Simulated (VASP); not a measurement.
Input of a VASP 6.6.1 run:

POSCAR

```
Si
1.0
   -0.1436334000     -0.2337244800      2.5955116700
    2.8539932400     -0.1987167300     -0.1526128900
   -0.3441874700      4.6079786100     -0.4301308600
Si
2
Direct
    0.9669815000      0.9785314700      0.0148158000
    0.0330185000      0.5214685300      0.4851842000
```

The input INCAR.step1:

```
ALGO     = Normal         # electronic algorithm
EDIFF    = 1E-5           # SCF threshold, eV
ENCUT    = 520            # plane-wave cutoff, eV
GGA      = PE             # functional
ISIF     = 2              # what is computed and relaxed
ISMEAR   = -1             # smearing method
LASPH    = True           # aspherical terms in the spheres
LREAL    = False          # projectors in reciprocal space
LWAVE    = True           # write WAVECAR
NBANDS   = 11             # bands
NELM     = 60             # most SCF steps
PREC     = Accurate       # precision mode
SIGMA    = 0.05           # smearing width, eV
```

INCAR.step2

```
AEXX     = 0.15           # exact-exchange fraction
ALGO     = Normal         # electronic algorithm
EDIFF    = 1E-7           # SCF threshold, eV
ENCUT    = 520            # plane-wave cutoff, eV
GGA      = PE             # functional
HFSCREEN = 0.2            # screening, 1/A
ISIF     = 2              # what is computed and relaxed
ISMEAR   = -1             # smearing method
ISTART   = 1            
LASPH    = True           # aspherical terms in the spheres
LCHARG   = True           # write CHGCAR
LELF     = True           # ELF
LHFCALC  = True           # exact exchange
LREAL    = False          # projectors in reciprocal space
LVHAR    = True         
LWAVE    = False          # write WAVECAR
NBANDS   = 11             # bands
NELM     = 60             # most SCF steps
PREC     = Accurate       # precision mode
PRECFOCK = Normal       
SIGMA    = 0.05           # smearing width, eV
```

KPOINTS

```
k-points
0
Gamma
  5 5 3
```

Potentials or basis: VASP PAW PBE potentials, release 64 (Si).

Run with:

```console
$ cat potpaw_PBE.64/Si/POTCAR > POTCAR
$ cp INCAR.step1 INCAR
$ mpirun -np 1 vasp_std > vasp.out
$ cp INCAR.step2 INCAR
$ mpirun -np 1 vasp_std > vasp.out
```

(1) Estimate the pressure.

(2) Predict the band gap on the k mesh.

(3) Estimate the largest force.

## Answers

(1) -5.8 GPa.

(2) zero (bands 4 and 5 overlap by 5.29 eV).

(3) 0.553 eV/Å.

Caveat: the k points lie up to 0.49 Å⁻¹ apart, too coarse for converged energies and pressures of a metal; the PAW data sets were made with another functional, which shifts forces and pressure a little.
